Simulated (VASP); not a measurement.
Wanted: the native input for a VASP 6.6.1 run.

```yaml
Task: electric field gradients
Functional: r2SCAN
Potentials_or_basis: VASP PAW PBE potentials, release 64 (Sr_sv)
Cutoff: 520 eV
k_mesh: 9 × 9 × 9
Occupations: fermi-dirac, width 0.03 eV
Spin: no spin polarisation
Dipole_correction: no
Further_INCAR_settings: ALGO = Normal; EDIFF = 1e-08; NBANDS = 11
```

The system is Sr.

```
Sr
1.0
     0.00000    3.00811    3.00811
     3.00811    0.00000    3.00811
     3.00811    3.00811    0.00000
Sr
1
Cartesian
  0.0000 0.0000 0.0000
```

This cell differs from its parent crystal: volume scaled by 0.975.

The input as run:

POSCAR

```
Sr
1.0
    0.0000000000      3.0081094605      3.0081094605
    3.0081094605      0.0000000000      3.0081094605
    3.0081094605      3.0081094605      0.0000000000
Sr
1
Direct
    0.0000000000      0.0000000000      0.0000000000
```

INCAR.step1

```
PREC = Accurate ; ENCUT = 520
ISMEAR = -1 ; SIGMA = 0.03
LREAL = False ; LASPH = True
NELM = 60 ; NBANDS = 11
GGA = PE ; ALGO = Normal
EDIFF = 1E-4 ; LWAVE = True
LCHARG = False
```

INCAR.step2

```
PREC = Accurate ; ENCUT = 520
EDIFF = 1E-8 ; ISMEAR = -1
SIGMA = 0.03 ; LREAL = False
LASPH = True ; NELM = 60
ALGO = Normal ; ISIF = 2
LWAVE = False ; LCHARG = False
METAGGA = R2SCAN ; LMIXTAU = True
LEFG = True ; NBANDS = 11
ISTART = 1
```

KPOINTS

```
Automatic mesh
0
Gamma
  9 9 9
```

Potentials or basis: VASP PAW PBE potentials, release 64 (Sr_sv).

Run with:

```sh
$ cat potpaw_PBE.64/Sr_sv/POTCAR > POTCAR
$ cp INCAR.step1 INCAR
$ mpirun -np 1 vasp_std > vasp.out
$ cp INCAR.step2 INCAR
$ mpirun -np 1 vasp_std > vasp.out
```

Results of the run:

```yaml
Pressure: 0.5 GPa
Band_gap_on_the_k_mesh: 0.05 eV, indirect (least direct gap 0.28 eV)
```

Caveat: without QUAD_EFG the Cq values of the log hold for a quadrupole moment of 1 mb, not for the nuclei; the PAW data sets were made with another functional, which shifts forces and pressure a little.

Wall time 40 s on 1 thread of Intel(R) Xeon(R) 6975P-C (Granite Rapids) (shared host), peak memory 0.18 GiB.
